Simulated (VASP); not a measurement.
# TiNi (P4/mmm) in VASP: a series of runs, part 2 of 2

VASP 6.6.1. The steps go on from the part before.

### Step 3. Single point, LDA, collinear spin, ferrimagnetic start

INCAR

```
SYSTEM = TiNi
PREC     = Accurate       ! precision mode
ENCUT    = 600            ! plane-wave cutoff, eV
EDIFF    = 1E-6           ! SCF threshold, eV
ISMEAR   = -1             ! smearing method
SIGMA    = 0.08           ! smearing width, eV
LREAL    = .False.        ! projectors in reciprocal space
LASPH    = .True.         ! aspherical terms in the spheres
NELM     = 200            ! most SCF steps
ALGO     = Normal         ! electronic algorithm
ISIF     = 2              ! what is computed and relaxed
LWAVE    = .False.        ! write WAVECAR
LCHARG   = .False.        ! write CHGCAR
ISPIN    = 2              ! spin polarisation
MAGMOM   = 1 -1.5         ! initial moments
LORBIT   = 11             ! projections on sites
LMAXMIX  = 4              ! l up to which the mixer works
NBANDS   = 22             ! bands
GGA_COMPAT= .False.
```

KPOINTS

```
regular mesh
0
Gamma
  12 12 9
  0 0 0
```

POSCAR

```
TiNi
1.0
    2.7358030000      0.0000000000      0.0000000000
    0.0000000000      2.7358030000      0.0000000000
    0.0000000000      0.0000000000      3.5814100000
Ti Ni
1 1
Direct
    0.5000000000      0.5000000000      0.5000000000
    0.0000000000      0.0000000000      0.0000000000
```

Potentials or basis: VASP PAW LDA potentials, release 64 (Ti_sv, Ni).

On the command line:

```bash
$ cat potpaw_LDA.64/Ti_sv/POTCAR potpaw_LDA.64/Ni/POTCAR > POTCAR
$ mpirun -np 1 vasp_std > vasp.out
```

OUTCAR:

```text
SYSTEM = TiNi
   PREC = Accurate
   ENCUT = 600
   EDIFF = 1E-6
   ISMEAR = -1
   LREAL = .False.
   LASPH = .True.
   NELM = 200
   ISIF = 2
   ISPIN = 2
   LORBIT = 11

 ion  position               nearest neighbor table
   1  0.500  0.500  0.500-   2 2.64   2 2.64   2 2.64   2 2.64   2 2.64   2 2.64   2 2.64   2 2.64

   2  0.000  0.000  0.000-   1 2.64   1 2.64   1 2.64   1 2.64   1 2.64   1 2.64   1 2.64   1 2.64

  LATTYP: Found a simple tetragonal cell.
 ALAT       =     2.7358030000
 C/A-ratio  =     1.3090891413

  Lattice vectors:

 A1 = (   2.7358030000,   0.0000000000,   0.0000000000)
 A2 = (   0.0000000000,   2.7358030000,   0.0000000000)
 A3 = (   0.0000000000,   0.0000000000,   3.5814100000)

Analysis of symmetry for initial positions (statically):
=====================================================================
 Subroutine PRICEL returns:
 Original cell was already a primitive cell.

 Routine SETGRP: Setting up the symmetry group for a
 simple tetragonal supercell.

 Subroutine GETGRP returns: Found 16 space group operations
 (whereof 16 operations were pure point group operations)
 out of a pool of 16 trial point group operations.

The static configuration has the point symmetry D_4h.

Analysis of symmetry for dynamics (positions and initial velocities):
=====================================================================
 Subroutine PRICEL returns:
 Original cell was already a primitive cell.

 Routine SETGRP: Setting up the symmetry group for a
 simple tetragonal supercell.

 Subroutine GETGRP returns: Found 16 space group operations
 (whereof 16 operations were pure point group operations)
 out of a pool of 16 trial point group operations.

The dynamic configuration has the point symmetry D_4h.

Analysis of structural, dynamic, and magnetic symmetry:
=====================================================================
 Subroutine PRICEL returns:
 Original cell was already a primitive cell.

 Routine SETGRP: Setting up the symmetry group for a
 simple tetragonal supercell.

 Subroutine GETGRP returns: Found 16 space group operations
 (whereof 16 operations were pure point group operations)
 out of a pool of 16 trial point group operations.

The overall configuration has the point symmetry D_4h.

 Subroutine INISYM returns: Found 16 space group operations
 (whereof 16 operations are pure point group operations),
 and found     1 'primitive' translations

----------------------------------------------------------------------------------------

                                     Primitive cell

  volume of cell :      26.8055

  direct lattice vectors                    reciprocal lattice vectors
     2.735803000  0.000000000  0.000000000     0.365523395  0.000000000  0.000000000
     0.000000000  2.735803000  0.000000000     0.000000000  0.365523395  0.000000000
     0.000000000  0.000000000  3.581410000     0.000000000  0.000000000  0.279219637

  length of vectors
     2.735803000  2.735803000  3.581410000     0.365523395  0.365523395  0.279219637

  position of ions in fractional coordinates (direct lattice)
     0.500000000  0.500000000  0.500000000
     0.000000000  0.000000000  0.000000000

  ion indices of the primitive-cell ions
   primitive index   ion index
                 1           1
                 2           2

----------------------------------------------------------------------------------------
[... 62 lines left out ...]
   ISTART =      0    job   : 0-new  1-cont  2-samecut
   ICHARG =      2    charge: 1-file 2-atom 10-const
   ISPIN  =      2    spin polarized calculation?
   LNONCOLLINEAR =      F non collinear calculations
   LSORBIT =      F    spin-orbit coupling
   LASPH  =      T    aspherical Exc in radial PAW
   ENCUT  =  600.0 eV  44.10 Ry    6.64 a.u.   5.46  5.46  7.15*2*pi/ulx,y,z
   NELM   =    200;   NELMIN=  2; NELMDL= -5     # of ELM steps
   EDIFF  = 0.1E-05   stopping-criterion for ELM
   LREAL  =      F    real-space projection
   EDIFFG = 0.1E-04   stopping-criterion for IOM
   NSW    =      0    number of steps for IOM
   IBRION =     -1    ionic relax: 0-MD 1-quasi-New 2-CG
   NFREE  =      0    steps in history (QN), initial steepest desc. (CG)
   ISIF   =      2    stress and relaxation
   ISYM   =      2    0-nonsym 1-usesym 2-fastsym
   POTIM  = 0.5000    time-step for ionic-motion
   TEBEG  =    0.0;   TEEND  =   0.0 temperature during run
   PSTRESS=    0.0 pullay stress
   NELECT =      22.0000    total number of electrons
   NUPDOWN=      -1.0000    fix difference up-down
   EMIN   =  10.00;   EMAX   =-10.00  energy-range for DOS
   EFERMI =   0.00;   METHOD = LEGACY
   ISMEAR =    -1;   SIGMA  =   0.08  broadening in eV -4-tet -1-fermi 0-gaus
   EFERMI_NEDOS =   21; number of points for ismear=-14 and -15
   IALGO  =     38    algorithm
   IMIX   =      4    mixing-type and parameters
     AMIX     =   0.40;   BMIX     =  1.00
     AMIX_MAG =   1.60;   BMIX_MAG =  1.00
  volume/ion in A,a.u.               =      13.40        90.45
  Fermi-wavevector in a.u.,A,eV,Ry     =   1.532761  2.896499 31.964941  2.349357
  Thomas-Fermi vector in A             =   2.639922
   LORBIT       =     11    0 simple, 1 ext, 2 COOP (PROOUT), +10 PAW based schemes
   GGA     = CA    functional components
   LHFCALC =     F    Hartree Fock is set to
   AEXX    =    0.0000 exact exchange contribution
   IVDW    =     0    specifies the selected vdW correction
   LEPSILON=     F    determine dielectric tensor
   LRPA    =     F    only Hartree local field effects (RPA)
 spin polarized calculation
  energy-cutoff  :      600.00
  volume of cell :       26.81
 maximum number of plane-waves:       914
 NGX is ok and might be reduce to    24
   NGX = 11   NGY = 11   NGZ = 15

 number of electron      22.0000012 magnetization      -0.0015509

 number of electron      22.0000012 magnetization       0.0000065

 Free energy of the ion-electron system (eV)
  ---------------------------------------------------
  ext. energy  EPLUGINS =         0.00000000
  ---------------------------------------------------
  free energy    TOTEN  =       -15.82209155 eV

  energy without entropy =      -15.76772305  energy(sigma->0) =      -15.79490730

 E-fermi :   9.0629     XC(G=0): -12.7894

 val. band max:        9.0543245233   @ k =   0.3333   0.0833   0.0000
 cond. band min:       9.0732517609   @ k =   0.5000   0.2500   0.0000
 fundamental gap:      0.0189272376
 Fermi energy:         9.0628714190

 spin component 1

 k-point     1 :       0.0000    0.0000    0.0000
  band No.  band energies     occupation
      1     -47.0901      1.00000
      2     -23.7173      1.00000
      3     -23.3692      1.00000
      4     -23.3692      1.00000
      5       1.5384      1.00000
      6       5.1942      1.00000
[... 589 lines left out ...]
     21      24.3117      0.00000
     22      24.7921      0.00000

 [... further k-points ...]

 spin component 2

 k-point     1 :       0.0000    0.0000    0.0000
  band No.  band energies     occupation
      1     -47.0901      1.00000
      2     -23.7174      1.00000
      3     -23.3692      1.00000
      4     -23.3692      1.00000
      5       1.5385      1.00000
      6       5.1942      1.00000
[... 589 lines left out ...]
     21      24.3117      0.00000
     22      24.7921      0.00000

 [... further k-points ...]
[... 5 lines left out ...]
  --------------------------------------------------------------------------------------
  -------------------------------------------------------------------------------------
  Total       -1.8397656     -1.8397656     -2.2476277      0.0000000      0.0000000      0.0000000
  in kB     -109.9637139   -109.9637139   -134.3418332      0.0000000      0.0000000      0.0000000
  external PRESSURE =    -118.0897537 kB  Pullay stress =       0.0000000 kB

 VOLUME and BASIS-vectors are now :
 -----------------------------------------------------------------------------
  energy-cutoff  :      600.00
  volume of cell :       26.81
      direct lattice vectors                 reciprocal lattice vectors
     2.735803000  0.000000000  0.000000000     0.365523395  0.000000000  0.000000000
     0.000000000  2.735803000  0.000000000     0.000000000  0.365523395  0.000000000
     0.000000000  0.000000000  3.581410000     0.000000000  0.000000000  0.279219637

 POSITION                                       TOTAL-FORCE (eV/Angst)
 -----------------------------------------------------------------------------------
      1.36790      1.36790      1.79070         0.000000      0.000000      0.000000
      0.00000      0.00000      0.00000         0.000000      0.000000      0.000000
 -----------------------------------------------------------------------------------
    total drift:                                0.000000      0.000000     -0.000000

  FREE ENERGIE OF THE ION-ELECTRON SYSTEM (eV)
  ---------------------------------------------------
  free  energy   TOTEN  =       -15.8220915544 eV

  energy  without entropy=      -15.7677230514  energy(sigma->0) =      -15.79490730

 total charge

# of ion       s       p       d       tot
------------------------------------------
    1        2.248   6.143   1.936  10.327
    2        0.551   0.475   8.322   9.347
--------------------------------------------------
tot          2.799   6.618  10.258  19.674

 magnetization (x)

# of ion       s       p       d       tot
------------------------------------------
    1        0.000   0.000   0.000   0.000
    2        0.000   0.000  -0.000  -0.000
--------------------------------------------------
tot          0.000   0.000   0.000   0.000
```

Wall time 4.3 min (1 thread of Intel Xeon 8259CL, shared host); peak memory 0.27 GiB.

What came out:

| Item | Value |
| --- | --- |
| Free energy | -15.8221 eV |
| Pressure | -11.8 GPa |
| Band gap on the k mesh | zero (filled and empty bands overlap) |
| Net moment | 0.00 μB per cell |
| Valence electrons inside the program's atomic spheres | Ti 10.33; Ni 9.35 |

Stress tensor (GPa, compression positive):
```
-11.00   0.00   0.00
  0.00 -11.00   0.00
  0.00   0.00 -13.43
```

Caveat: the cell stands under tension.

### Step 4. Single point, LDA, collinear spin, ferrimagnetic start

INCAR

```
ALGO = Normal
EDIFF = 1E-6
ENCUT = 600
GGA = CA
GGA_COMPAT = F
ISIF = 2
ISMEAR = -1
ISPIN = 2
LASPH = T
LCHARG = F
LMAXMIX = 4
LORBIT = 11
LREAL = F
LWAVE = F
MAGMOM = 1 -1.5
NBANDS = 22
NELM = 200
PREC = Accurate
SIGMA = 0.08
```

KPOINTS

```
k-points
0
Gamma
  12 12 9
```

POSCAR is that of step 3.

On the command line:

```bash
$ cat potpaw_LDA.64/Ti_sv/POTCAR potpaw_LDA.64/Ni/POTCAR > POTCAR
$ mpirun -np 1 vasp_std > vasp.out
```

Wall time 4.2 min (1 thread of Intel Xeon 8259CL, shared host); peak memory 0.27 GiB.

Results (log left out):

```yaml
Free_energy: -15.8221 eV
Pressure: -11.8 GPa
Band_gap_on_the_k_mesh: zero (filled and empty bands overlap)
Net_moment: 0.00 μB per cell
Valence_electrons_inside_the_program's_atomic_spheres: Ti 10.33; Ni 9.35
```

Stress tensor (GPa, compression positive):
```
-11.00   0.00   0.00
  0.00 -11.00   0.00
  0.00   0.00 -13.43
```

Levels at points of the mesh, in eV from the Fermi level:
Spin up:
| k point | band 7 | band 8 | band 9 | band 10 | band 11 | band 12 | band 13 | band 14 | band 15 | band 16 |
| --- | --- | --- | --- | --- | --- | --- | --- | --- | --- | --- |
| (0.00, 0.00, 0.00) | -3.38 | -1.84 | -1.84 | -1.19 | -0.30 | 0.65 | 2.92 | 2.92 | 3.35 | 3.92 |
| (0.50, 0.00, 0.00) | -2.49 | -2.42 | -1.67 | -1.47 | -0.73 | -0.39 | 0.42 | 1.55 | 2.64 | 5.22 |
| (0.50, 0.50, 0.00) | -3.26 | -3.26 | -0.74 | 0.09 | 2.15 | 2.15 | 2.27 | 2.27 | 2.38 | 4.31 |
Spin down:
```
           k point  band 8  band 9  band 10  band 11  band 12  band 13  band 14  band 15
(0.00, 0.00, 0.00)   -1.84   -1.84    -1.19    -0.30     0.65     2.92     2.92     3.35
(0.50, 0.00, 0.00)   -2.42   -1.67    -1.47    -0.73    -0.39     0.42     1.55     2.64
(0.50, 0.50, 0.00)   -3.26   -0.74     0.09     2.15     2.15     2.27     2.27     2.38
```

Caveat: the cell stands under tension.
